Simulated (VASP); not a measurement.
Input of a VASP 6.6.1 run:

The input INCAR:

```
ALGO = Normal
EDIFF = 1E-7
ENCUT = 520
GGA = CA
ISIF = 2
ISMEAR = 0
LASPH = T
LCHARG = F
LREAL = F
LWAVE = F
NBANDS = 42
NELM = 60
PREC = Accurate
SIGMA = 0.0536
```

Contents of KPOINTS:

```
k-points
0
Gamma
  6 6 6
```

POSCAR

```
InCoB3
1.0
    3.3244960000      0.0000000000      0.0000000000
    1.6622480000     -9.5962020000      0.0000000000
    0.0000000000      0.0000000000     -3.2588810000
Co B In
2 6 2
Direct
    0.2050000000      0.5900000000      0.7500000000
    0.7950000000      0.4100000000      0.2500000000
    0.6530000000      0.6940000000      0.7500000000
    0.3470000000      0.3060000000      0.2500000000
    0.3260000000      0.3480000000      0.7500000000
    0.6740000000      0.6520000000      0.2500000000
    0.5250000000      0.9500000000      0.7500000000
    0.4750000000      0.0500000000      0.2500000000
    0.9280000000      0.1440000000      0.7500000000
    0.0720000000      0.8560000000      0.2500000000
```

Potentials or basis: VASP PAW LDA potentials, release 64 (Co, B, In_d).

The run is started by

```sh
$ cat potpaw_LDA.64/Co/POTCAR potpaw_LDA.64/B/POTCAR potpaw_LDA.64/In_d/POTCAR > POTCAR
$ mpirun -np 1 vasp_std > vasp.out
```

Task: Predict the largest force.

Result: 1.916 eV/Å.

Task: What does it give for the band gap on the k mesh?

Result: Zero (bands 31 and 32 overlap by 1.38 eV).

Stress tensor (GPa, compression positive):
```
  4.91   0.00   0.00
  0.00  -4.26   0.00
  0.00   0.00 -22.03
```

Caveat: the stress differs along the axes, from -22 to 5 GPa; spin-orbit coupling is left out, which moves the levels of the heavy elements; the run has no spin polarisation, though such a crystal can be magnetic; forces of over 1 eV/Å act on the atoms, so gaps and moduli don't describe the material at rest. Spin polarisation is off, so any magnetic state and its effect on volume and gap are missing.
